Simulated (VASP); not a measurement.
A run of VASP 6.6.1 is set up as follows.

File POSCAR:

```
Ti
1.0
    0.0000000000      2.1097929401      2.1097929401
    2.1097929401      0.0000000000      2.1097929401
    2.1097929401      2.1097929401      0.0000000000
Ti
1
Direct
    0.0000000000      0.0000000000      0.0000000000
```

The input INCAR.step1:

```
PREC     = Accurate       # precision mode
ENCUT    = 520            # plane-wave cutoff, eV
ISMEAR   = -1             # smearing method
SIGMA    = 0.1            # smearing width, eV
LREAL    = False          # projectors in reciprocal space
LASPH    = True           # aspherical terms in the spheres
NELM     = 60             # most SCF steps
NBANDS   = 12             # bands
GGA      = PE             # functional
ALGO     = Normal         # electronic algorithm
EDIFF    = 1E-4           # SCF threshold, eV
LWAVE    = True           # write WAVECAR
LCHARG   = False          # write CHGCAR
```

The input INCAR.step2:

```
PREC     = Accurate       # precision mode
ENCUT    = 520            # plane-wave cutoff, eV
EDIFF    = 1E-6           # SCF threshold, eV
ISMEAR   = -1             # smearing method
SIGMA    = 0.1            # smearing width, eV
LREAL    = False          # projectors in reciprocal space
LASPH    = True           # aspherical terms in the spheres
NELM     = 60             # most SCF steps
ALGO     = Normal         # electronic algorithm
ISIF     = 2              # what is computed and relaxed
LWAVE    = False          # write WAVECAR
LCHARG   = False          # write CHGCAR
METAGGA  = R2SCAN         # meta-GGA
LMIXTAU  = True         
NBANDS   = 12             # bands
ISTART   = 1
```

File KPOINTS:

```
Automatic mesh
0
Gamma
  15 15 15
```

Potentials or basis: VASP PAW PBE potentials, release 64 (Ti_sv).

Launch:

```bash
$ cat potpaw_PBE.64/Ti_sv/POTCAR > POTCAR
$ cp INCAR.step1 INCAR
$ mpirun -np 1 vasp_std > vasp.out
$ cp INCAR.step2 INCAR
$ mpirun -np 1 vasp_std > vasp.out
```

Problem. Predict the pressure.

Solution. -7.2 GPa.

Problem. What does it give for the band gap on the k mesh?

Solution. Zero (bands 6 and 7 overlap by 1.21 eV).

Caveat: the cell stands under tension; the PAW data sets were made with another functional, which shifts forces and pressure a little.
